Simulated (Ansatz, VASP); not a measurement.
**Pb in VASP and in Ansatz**

```
Pb
1.0
     3.48000    0.00000    0.00000
    -1.74000    3.01377    0.00000
     0.00000    0.00000    5.47820
Pb
2
Direct
  0.66667 0.33333 0.75000
  0.33333 0.66667 0.25000
```

Alike in both runs: functional PBEsol; k mesh 7 × 7 × 4; occupations fermi-dirac, width 0.05 eV; no spin polarisation.

|  | VASP | Ansatz |
| --- | --- | --- |
| version | VASP 6.6.1 | Ansatz 0.2.0 |
| potentials or method | VASP PAW PBE potentials, release 64 (Pb_d) | Ansatz PAW |
| plane-wave cutoff (eV) | 520 | 420 |
| valence electrons in the cell | 28 | 28 |
| task | single point | band structure |

|  | VASP | Ansatz | Ansatz less VASP |
| --- | --- | --- | --- |
| gap on the k mesh at the Fermi level (eV) | none | none | - |
| pressure (GPa) | 1.8 | 1.9 | +0.08 |
| traceless stress, the component that is largest in VASP (GPa) | 0.49 | 0.49 | -0.007 |

VASP's potentials were made for PBE, not for PBEsol. A gap of «none» marks a metal or a gap that the smearing closes.

Spin-orbit coupling is off throughout.
